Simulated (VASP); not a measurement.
# ZrB (Fm-3m) in VASP: further runs

Runs on ZrB. Level: PBE. Tasks: single point.

Everything below comes from runs of VASP 6.6.1. Logs are shortened: lines on timing, memory, paths and dates and some standing lists are left out, and cuts for length are marked.

## (1) The cell of the first run

Symmetry: Fm-3m, No. 225, cubic system. The conventional cell has a = 4.708 Å, b = 4.708 Å, c = 4.708 Å, α = 90.00°, β = 90.00°, γ = 90.00°. Within 3.1 Å of Zr (site symmetry m-3m) lie 6 B at 2.35 Å. Within 3.1 Å of B (site symmetry m-3m) lie 6 Zr at 2.35 Å.

## (2) Single point, PBE

File INCAR:

```
SYSTEM = ZrB
PREC     = Accurate       ! precision mode
ENCUT    = 500            ! plane-wave cutoff, eV
EDIFF    = 1E-6           ! SCF threshold, eV
ISMEAR   = 1              ! smearing method
SIGMA    = 0.1            ! smearing width, eV
LREAL    = .FALSE.        ! projectors in reciprocal space
LASPH    = .TRUE.         ! aspherical terms in the spheres
NELM     = 120            ! most SCF steps
ALGO     = Normal         ! electronic algorithm
ISIF     = 2              ! what is computed and relaxed
LWAVE    = .FALSE.        ! write WAVECAR
LCHARG   = .TRUE.         ! write CHGCAR
GGA      = PE             ! functional
LELF     = .TRUE.         ! ELF
LVHAR    = .TRUE.       
NBANDS   = 14             ! bands
GGA_COMPAT= .FALSE.
```

File KPOINTS:

```
Automatic mesh
0
G
  8 8 8
  0 0 0
```

File POSCAR:

```
ZrB
1.0
    0.0000000000      2.3538520847      2.3538520847
    2.3538520847      0.0000000000      2.3538520847
    2.3538520847      2.3538520847      0.0000000000
Zr B
1 1
Direct
    0.5000000000      0.5000000000      0.5000000000
    0.0000000000      0.0000000000      0.0000000000
```

Potentials or basis: VASP PAW PBE potentials, release 64 (Zr_sv, B).

Started as:

```
> cat potpaw_PBE.64/Zr_sv/POTCAR potpaw_PBE.64/B/POTCAR > POTCAR
> mpirun -np 1 vasp_std > vasp.out
```

OUTCAR:

```text
SYSTEM = ZrB
   PREC = Accurate
   ENCUT = 500
   EDIFF = 1E-6
   ISMEAR = 1
   LREAL = .FALSE.
   LASPH = .TRUE.
   NELM = 120
   ISIF = 2
   GGA = PE

 ion  position               nearest neighbor table
   1  0.500  0.500  0.500-   2 2.35   2 2.35   2 2.35   2 2.35   2 2.35   2 2.35
   2  0.000  0.000  0.000-   1 2.35   1 2.35   1 2.35   1 2.35   1 2.35   1 2.35

  LATTYP: Found a face centered cubic cell.
 ALAT       =     4.7077041694

  Lattice vectors:

 A1 = (   0.0000000000,   2.3538520847,   2.3538520847)
 A2 = (   2.3538520847,   0.0000000000,   2.3538520847)
 A3 = (   2.3538520847,   2.3538520847,   0.0000000000)

Analysis of symmetry for initial positions (statically):
=====================================================================
 Subroutine PRICEL returns:
 Original cell was already a primitive cell.

 Routine SETGRP: Setting up the symmetry group for a
 face centered cubic supercell.

 Subroutine GETGRP returns: Found 48 space group operations
 (whereof 48 operations were pure point group operations)
 out of a pool of 48 trial point group operations.

The static configuration has the point symmetry O_h .

Analysis of symmetry for dynamics (positions and initial velocities):
=====================================================================
 Subroutine PRICEL returns:
 Original cell was already a primitive cell.

 Routine SETGRP: Setting up the symmetry group for a
 face centered cubic supercell.

 Subroutine GETGRP returns: Found 48 space group operations
 (whereof 48 operations were pure point group operations)
 out of a pool of 48 trial point group operations.

The dynamic configuration has the point symmetry O_h .

 Subroutine INISYM returns: Found 48 space group operations
 (whereof 48 operations are pure point group operations),
 and found     1 'primitive' translations

----------------------------------------------------------------------------------------

                                     Primitive cell

  volume of cell :      26.0836

  direct lattice vectors                    reciprocal lattice vectors
     0.000000000  2.353852085  2.353852085    -0.212417765  0.212417765  0.212417765
     2.353852085  0.000000000  2.353852085     0.212417765 -0.212417765  0.212417765
     2.353852085  2.353852085  0.000000000     0.212417765  0.212417765 -0.212417765

  length of vectors
     3.328849542  3.328849542  3.328849542     0.367918362  0.367918362  0.367918362

  position of ions in fractional coordinates (direct lattice)
     0.500000000  0.500000000  0.500000000
     0.000000000  0.000000000  0.000000000

  ion indices of the primitive-cell ions
   primitive index   ion index
                 1           1
                 2           2

----------------------------------------------------------------------------------------

 KPOINTS: Automatic mesh

Automatic generation of k-mesh.
 Grid dimensions read from file:
 generate k-points for:    8    8    8

 Generating k-lattice:

  Cartesian coordinates                     Fractional coordinates (reciprocal lattice)
    -0.026552221  0.026552221  0.026552221     0.125000000  0.000000000  0.000000000
     0.026552221 -0.026552221  0.026552221     0.000000000  0.125000000  0.000000000
     0.026552221  0.026552221 -0.026552221     0.000000000  0.000000000  0.125000000

  Length of vectors
     0.045989795  0.045989795  0.045989795

  Shift w.r.t. Gamma in fractional coordinates (k-lattice)
     0.000000000  0.000000000  0.000000000

 Subroutine IBZKPT returns following result:
 ===========================================

 Found     29 irreducible k-points:

 Following reciprocal coordinates:
            Coordinates               Weight
  0.000000  0.000000  0.000000      1.000000
  0.125000  0.000000  0.000000      8.000000
  0.250000  0.000000  0.000000      8.000000
  0.375000  0.000000  0.000000      8.000000
  0.500000  0.000000  0.000000      4.000000
  0.125000  0.125000  0.000000      6.000000
[... 16 lines left out ...]
  0.500000  0.250000  0.125000     48.000000
 -0.375000  0.250000  0.125000     24.000000
 [... further k-points ...]
   k-points           NKPTS =     29   k-points in BZ     NKDIM =     29   number of bands    NBANDS=     14
   number of dos      NEDOS =    301   number of ions     NIONS =      2
   total plane-waves  NPLWV =  13824
   dimension x,y,z NGX =    24 NGY =   24 NGZ =   24
   dimension x,y,z NGXF=    48 NGYF=   48 NGZF=   48
   ions per type =               1   1
   NGX,Y,Z   is equivalent  to a cutoff of  11.99, 11.99, 11.99 a.u.
   NGXF,Y,Z  is equivalent  to a cutoff of  23.97, 23.97, 23.97 a.u.
 SYSTEM =  ZrB
   PREC   = accura    normal or accurate (medium, high low for compatibility)
   ISTART =      0    job   : 0-new  1-cont  2-samecut
   ICHARG =      2    charge: 1-file 2-atom 10-const
   ISPIN  =      1    spin polarized calculation?
   LNONCOLLINEAR =      F non collinear calculations
   LSORBIT =      F    spin-orbit coupling
   LASPH  =      T    aspherical Exc in radial PAW
   ENCUT  =  500.0 eV  36.75 Ry    6.06 a.u.   6.07  6.07  6.07*2*pi/ulx,y,z
   NELM   =    120;   NELMIN=  2; NELMDL= -5     # of ELM steps
   EDIFF  = 0.1E-05   stopping-criterion for ELM
   LREAL  =      F    real-space projection
   EDIFFG = 0.1E-04   stopping-criterion for IOM
   NSW    =      0    number of steps for IOM
   IBRION =     -1    ionic relax: 0-MD 1-quasi-New 2-CG
   NFREE  =      0    steps in history (QN), initial steepest desc. (CG)
   ISIF   =      2    stress and relaxation
   ISYM   =      2    0-nonsym 1-usesym 2-fastsym
   POTIM  = 0.5000    time-step for ionic-motion
   TEBEG  =    0.0;   TEEND  =   0.0 temperature during run
   PSTRESS=    0.0 pullay stress
   NELECT =      15.0000    total number of electrons
   NUPDOWN=      -1.0000    fix difference up-down
   EMIN   =  10.00;   EMAX   =-10.00  energy-range for DOS
   EFERMI =   0.00;   METHOD = LEGACY
   ISMEAR =     1;   SIGMA  =   0.10  broadening in eV -4-tet -1-fermi 0-gaus
   EFERMI_NEDOS =   21; number of points for ismear=-14 and -15
   IALGO  =     38    algorithm
   IMIX   =      4    mixing-type and parameters
     AMIX     =   0.40;   BMIX     =  1.00
     AMIX_MAG =   1.60;   BMIX_MAG =  1.00
  volume/ion in A,a.u.               =      13.04        88.01
  Fermi-wavevector in a.u.,A,eV,Ry     =   1.361391  2.572655 25.216826  1.853384
  Thomas-Fermi vector in A             =   2.487971
   LORBIT       =      0    0 simple, 1 ext, 2 COOP (PROOUT), +10 PAW based schemes
   GGA     = PE    functional components
   LHFCALC =     F    Hartree Fock is set to
   AEXX    =    0.0000 exact exchange contribution
   IVDW    =     0    specifies the selected vdW correction
   LEPSILON=     F    determine dielectric tensor
   LRPA    =     F    only Hartree local field effects (RPA)
 non-spin polarized calculation
 Methfessel and Paxton  Order N= 1 SIGMA  =   0.10
  energy-cutoff  :      500.00
  volume of cell :       26.08
 maximum number of plane-waves:       684
   NGX = 13   NGY = 13   NGZ = 13

 number of electron      15.0000000 magnetization

 Free energy of the ion-electron system (eV)
  ---------------------------------------------------
  ext. energy  EPLUGINS =         0.00000000
  ---------------------------------------------------
  free energy    TOTEN  =       -15.75088119 eV

  energy without entropy =      -15.75008436  energy(sigma->0) =      -15.75061558

 E-fermi :   8.6712     XC(G=0): -12.0431

 val. band max:        8.6291528659   @ k =   0.5000   0.2500   0.0000
 cond. band min:       8.7169010214   @ k =   0.2500   0.1250   0.0000
 fundamental gap:      0.0877481554
 Fermi energy:         8.6711694063

 k-point     1 :       0.0000    0.0000    0.0000
  band No.  band energies     occupation
      1     -38.2989      2.00000
      2     -16.0662      2.00000
      3     -16.0662      2.00000
      4     -16.0662      2.00000
      5       0.3695      2.00000
      6      10.5236     -0.00000
      7      10.5236     -0.00000
      8      10.5236     -0.00000
      9      12.2074      0.00000
     10      12.2074      0.00000
     11      12.3754      0.00000
     12      12.3754      0.00000
     13      12.3754      0.00000
     14      19.6726      0.00000

 k-point     2 :       0.1250    0.0000    0.0000
  band No.  band energies     occupation
      1     -38.2842      2.00000
      2     -16.1971      2.00000
      3     -16.0786      2.00000
      4     -16.0786      2.00000
      5       0.7700      2.00000
      6       9.4617     -0.00000
      7       9.9523     -0.00000
      8       9.9523     -0.00000
      9      11.2065      0.00000
     10      11.2065      0.00000
     11      12.8428      0.00000
     12      14.7471      0.00000
     13      14.7471      0.00000
     14      20.6218      0.00000

 k-point     3 :       0.2500    0.0000    0.0000
  band No.  band energies     occupation
      1     -38.2483      2.00000
      2     -16.5009      2.00000
      3     -16.1084      2.00000
      4     -16.1084      2.00000
      5       1.8329      2.00000
      6       7.7703      2.00000
      7       8.5300      2.06269
      8       8.5300      2.06269
      9      12.1094      0.00000
     10      12.1094      0.00000
     11      13.4099      0.00000
     12      17.5047      0.00000
     13      17.5047      0.00000
     14      21.2311      0.00000
[... 324 lines left out ...]
 k-point    23 :       0.5000    0.2500    0.1250
  band No.  band energies     occupation
      1     -38.1921      2.00000
      2     -16.7169      2.00000
      3     -16.3540      2.00000
      4     -16.1988      2.00000
      5       3.3944      2.00000
      6       6.0743      2.00000
      7       7.7186      2.00000
      8       8.1270      2.00000
      9      12.2936      0.00000
     10      14.4864      0.00000
     11      15.2787      0.00000
     12      17.2161      0.00000
     13      19.5125      0.00000
     14      21.6287      0.00000

 k-point    24 :      -0.3750    0.2500    0.1250
  band No.  band energies     occupation
      1     -38.1800      2.00000
      2     -16.7843      2.00000
      3     -16.3764      2.00000
      4     -16.2244      2.00000
      5       3.8753      2.00000
      6       5.6535      2.00000
      7       7.6688      2.00000
      8       7.9151      2.00000
      9      13.5190      0.00000
     10      13.6230      0.00000
     11      15.2597      0.00000
     12      18.9945      0.00000
     13      19.1450      0.00000
     14      20.3542      0.00000

 [... further k-points ...]
[... 5 lines left out ...]
  --------------------------------------------------------------------------------------
  -------------------------------------------------------------------------------------
  Total        4.1157713      4.1157713      4.1157713      0.0000000      0.0000000     -0.0000000
  in kB      252.8100363    252.8100363    252.8100363      0.0000000      0.0000000     -0.0000000
  external PRESSURE =     252.8100363 kB  Pullay stress =       0.0000000 kB

 VOLUME and BASIS-vectors are now :
 -----------------------------------------------------------------------------
  energy-cutoff  :      500.00
  volume of cell :       26.08
      direct lattice vectors                 reciprocal lattice vectors
     0.000000000  2.353852085  2.353852085    -0.212417765  0.212417765  0.212417765
     2.353852085  0.000000000  2.353852085     0.212417765 -0.212417765  0.212417765
     2.353852085  2.353852085  0.000000000     0.212417765  0.212417765 -0.212417765

 POSITION                                       TOTAL-FORCE (eV/Angst)
 -----------------------------------------------------------------------------------
      2.35385      2.35385      2.35385         0.000000      0.000000      0.000000
      0.00000      0.00000      0.00000         0.000000     -0.000000     -0.000000
 -----------------------------------------------------------------------------------
    total drift:                               -0.000000     -0.000000      0.000000

  FREE ENERGIE OF THE ION-ELECTRON SYSTEM (eV)
  ---------------------------------------------------
  free  energy   TOTEN  =       -15.7508811918 eV

  energy  without entropy=      -15.7500843578  energy(sigma->0) =      -15.75061558
```

Wall time 10 s (1 thread of AMD EPYC 7R43 (Zen 3), shared host); peak memory 0.11 GiB.

What came out:

- Free energy: -15.7509 eV
- Pressure: 25.3 GPa

Levels at points of the mesh, in eV from the Fermi level:
| k point | band 5 | band 6 | band 7 | band 8 | band 9 | band 10 | band 11 | band 12 |
| --- | --- | --- | --- | --- | --- | --- | --- | --- |
| (0.00, 0.00, 0.00) | -8.30 | 1.85 | 1.85 | 1.85 | 3.54 | 3.54 | 3.70 | 3.70 |
| (0.50, 0.00, 0.00) | -4.13 | -3.79 | -1.37 | -1.37 | 5.51 | 5.51 | 7.03 | 8.05 |
| (0.50, 0.50, 0.00) | -6.43 | -1.07 | -0.47 | 2.39 | 2.39 | 5.22 | 6.61 | 6.61 |

## (3) Single point, PBE

This run uses another cell than the first one, of 13.63 Å³/atom, 1.045 times its volume.

File INCAR:

```
PREC = Accurate
ENCUT = 500
EDIFF = 1E-6
ISMEAR = 1
SIGMA = 0.1
LREAL = F
LASPH = T
NELM = 120
ALGO = Normal
ISIF = 2
LWAVE = F
LCHARG = F
GGA = PE
NBANDS = 14
GGA_COMPAT = F
```

File KPOINTS:

```
Automatic mesh
0
Gamma
  8 8 8
```

File POSCAR:

```
ZrB
1.0
    0.0000000000      2.3889893856      2.3889893856
    2.3889893856      0.0000000000      2.3889893856
    2.3889893856      2.3889893856      0.0000000000
Zr B
1 1
Direct
    0.5000000000      0.5000000000      0.5000000000
    0.0000000000      0.0000000000      0.0000000000
```

Potentials or basis: VASP PAW PBE potentials, release 64 (Zr_sv, B).

Started as:

```
> cat potpaw_PBE.64/Zr_sv/POTCAR potpaw_PBE.64/B/POTCAR > POTCAR
> mpirun -np 1 vasp_std > vasp.out
```

It took 14 s on 1 thread of AMD EPYC 7R43 (Zen 3), shared host; peak memory 0.12 GiB.

It converged, with:

| Item | Value |
| --- | --- |
| Free energy | -15.8988 eV |
| Pressure | 14.9 GPa |

Levels at points of the mesh, in eV from the Fermi level:
```csv
k point,band 6,band 7,band 8,band 9,band 10,band 11
"(0.00, 0.00, 0.00)",1.80,1.80,1.80,3.38,3.38,3.59
"(0.50, 0.00, 0.00)",-3.96,-1.30,-1.30,5.24,5.24,6.66
"(0.50, 0.50, 0.00)",-0.96,-0.61,2.25,2.25,4.96,6.26
```

## (4) Single point, PBE

This run uses another cell than the first one, of 14.23 Å³/atom, 1.091 times its volume.

File INCAR:

```
SYSTEM = ZrB
PREC = Accurate ; ENCUT = 500
EDIFF = 1E-6 ; ISMEAR = 1
SIGMA = 0.1 ; LREAL = .False.
LASPH = .True. ; NELM = 120
ALGO = Normal ; ISIF = 2
LWAVE = .False. ; LCHARG = .True.
GGA = PE ; LELF = .True.
LVHAR = .True. ; NBANDS = 14
GGA_COMPAT = .False.
```

File KPOINTS:

```
Automatic mesh
0
Gamma
  8 8 8
  0 0 0
```

File POSCAR:

```
ZrB
1.0
    0.0000000000      2.4231224170      2.4231224170
    2.4231224170      0.0000000000      2.4231224170
    2.4231224170      2.4231224170      0.0000000000
Zr B
1 1
Direct
    0.5000000000      0.5000000000      0.5000000000
    0.0000000000      0.0000000000      0.0000000000
```

Started as:

```
> cat potpaw_PBE.64/Zr_sv/POTCAR potpaw_PBE.64/B/POTCAR > POTCAR
> mpirun -np 1 vasp_std > vasp.out
```

Run time: 18 s. Hardware: 1 thread of AMD EPYC 7R43 (Zen 3), shared host; peak memory 0.12 GiB.

The run converged. Its results:

```yaml
Free_energy: -15.9768 eV
Pressure: 6.3 GPa
```

Levels at points of the mesh, in eV from the Fermi level:
```csv
k point,band 6,band 7,band 8,band 9,band 10,band 11
"(0.00, 0.00, 0.00)",1.76,1.76,1.76,3.23,3.23,3.49
"(0.50, 0.00, 0.00)",-3.91,-1.23,-1.23,4.99,4.99,6.33
"(0.50, 0.50, 0.00)",-0.87,-0.73,2.12,2.12,4.72,5.95
```

## (5) Summary

| cell | gap on the mesh (eV) | pressure (GPa) |
| --- | --- | --- |
| a = 3.329 Å, angles 60.0°, 2 atoms | none | 25.3 |
| a = 3.379 Å, angles 60.0°, 2 atoms | none | 14.9 |
| a = 3.427 Å, angles 60.0°, 2 atoms | none | 6.3 |

Alike in all rows: task single point; level PBE; potentials or basis VASP PAW PBE potentials, release 64 (Zr_sv, B); no spin polarisation; k mesh 8 × 8 × 8; cutoff (eV) 500; smearing methfessel-paxton 0.1 eV.

Total energies depend on the potentials used, so only differences within one code and one set of settings carry meaning.
